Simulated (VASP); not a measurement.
Crystal: CuO.

```xyz
4
Lattice="2.8795 0.0000 0.0000 0.0391 2.8793 0.0000 0.0175 0.0172 5.1763" Properties=species:S:1:pos:R:3 pbc="T T T"
Cu    0.0195    1.4396    0.0000
Cu    1.4485    0.0086    2.5882
O     2.8881    0.0177    3.8817
O     0.0479    2.8788    1.2947
```

```yaml
Program: VASP 6.6.1
Task: relaxation of cell and atoms
Functional: PBEsol
Potentials_or_basis: VASP PAW PBE potentials, release 64 (Cu, O)
Cutoff: 600 eV
k_mesh: 9 × 9 × 5
Occupations: fermi-dirac, width 0.05 eV
Spin: no spin polarisation
Hubbard_terms: Cu d U = 6.0 eV
```

At the start: pressure -5.6 GPa; volume 10.73 Å³/atom.

Q: How do energy, volume and symmetry change on relaxing?

A: Over 8 steps the energy falls by 7.8 meV/atom and the volume is 10.38 Å³/atom (-3.2 %); space group P4_2/mmc (No. 131, to 0.1 Å) before and after.

Step by step:
```
step  energy change (eV)  largest force (eV/Å)  pressure (GPa)  volume (Å³)
   1              0.0000                0.0101           -5.64        42.92
   2             -0.0201                0.0033            3.93        40.61
   3             -0.0309                0.0059            0.07        41.44
   4             -0.0308                0.0058            0.30        41.41
   5             -0.0311                0.0017            0.23        41.45
   6             -0.0313                0.0046            0.16        41.51
   7             -0.0312                0.0008           -0.18        41.58
   8             -0.0313                0.0026            0.05        41.54
```

Final structure:
```
CELL_PARAMETERS angstrom
2.86293 -0.00071 -0.00005
0.03814 2.86244 0.00019
0.01730 0.01747 5.06876
ATOMIC_POSITIONS crystal
Cu 0.00000 0.50000 0.00000
Cu 0.50000 0.00000 0.50000
O 0.99852 0.00153 0.75003
O 0.00148 0.99847 0.24997
```

Caveat: the PAW data sets were made with another functional, which shifts forces and pressure a little; U without spin polarisation on a metal has little footing.
